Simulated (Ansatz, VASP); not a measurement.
**One calculation of EuOs, two programs**

INCAR

```
SYSTEM = EuOs
PREC = Accurate
ENCUT = 520
EDIFF = 1E-7
ISMEAR = 0
SIGMA = 0.05
LREAL = .FALSE.
LASPH = .TRUE.
NELM = 150
ALGO = Normal
ISIF = 2
LWAVE = .FALSE.
LCHARG = .FALSE.
ISPIN = 2
MAGMOM = 7.01 0
LORBIT = 11
LMAXMIX = 6
GGA = CA
NBANDS = 24
```

File KPOINTS:

```
Automatic mesh
0
G
  10 10 10
  0 0 0
```

POSCAR

```
EuOs
1.0
    3.4560940622      0.0000000000      0.0000000000
    0.0000000000      3.4560940622      0.0000000000
    0.0000000000      0.0000000000      3.4560940622
Eu Os
1 1
Direct
    0.0000000000      0.0000000000      0.0000000000
    0.5000000000      0.5000000000      0.5000000000
```

Input for Ansatz:

```yaml
crystal:
  lattice:
    - [3.4560940622, 0.0, 0.0]
    - [0.0, 3.4560940622, 0.0]
    - [0.0, 0.0, 3.4560940622]
  atoms:
    - { symbol: Eu, position: [0.0, 0.0, 0.0], spin: 7.01 }
    - { symbol: Os, position: [0.5, 0.5, 0.5] }
basis:
  ecutwfc: 420
  ecutrho_ratio: 4
kpoints:
  mp_grid: { grid: [10, 10, 10] }
hamiltonian:
  xc: lda
scf:
  occupations: { method: gaussian, width: 0.05 }
  lower_state_search: "off"
output:
  forces: true
  stress: true
  eigenvalues: true
  populations: true
  hubbard: { sites: [{ species: Eu, l: f }] }
magnetization:
  spin_polarized: true
checkpoint:
  read: start.run
  write: ck
  compress: false
  write_wavefunctions: false
  write_every: 100000
```

Alike in both runs: task single point; functional LDA; k mesh 10 × 10 × 10; occupations gaussian, width 0.05 eV; collinear spin.

|  | VASP | Ansatz |
| --- | --- | --- |
| version | VASP 6.6.1 | Ansatz 0.2.0 |
| potentials or method | VASP PAW PBE potentials, release 64 (Eu, Os), cutoff 520 eV | scalar-relativistic, plane waves, PAW |
| valence electrons in the cell | 25 | 33 |

Ansatz gave:

| Property | Result |
| --- | --- |
| gap on the k mesh at the Fermi level (eV) | none |
| pressure (GPa) | -9.5 |
| net moment per atom (μB) | 2.93 |
| size of the moment on the site where the two differ most (μB) | 6.35 |

Question: What did VASP give for the same quantities?

Answer: gap on the k mesh at the Fermi level (eV): none; pressure (GPa): -9.0; net moment per atom (μB): 2.95; size of the moment on the site where the two differ most (μB): 6.24.

VASP's potentials were made for PBE, not for LDA. LDA's correlation is that of Perdew and Zunger in VASP and of Perdew and Wang (1992) in Ansatz. Site moments also hang on the region over which each program counts them. A gap of «none» marks a metal or a gap that the smearing closes. VASP's potentials hold 25 valence electrons a cell and Ansatz's 33, so a difference there can come from the potentials and not from the codes.

Spin-orbit coupling is off throughout.
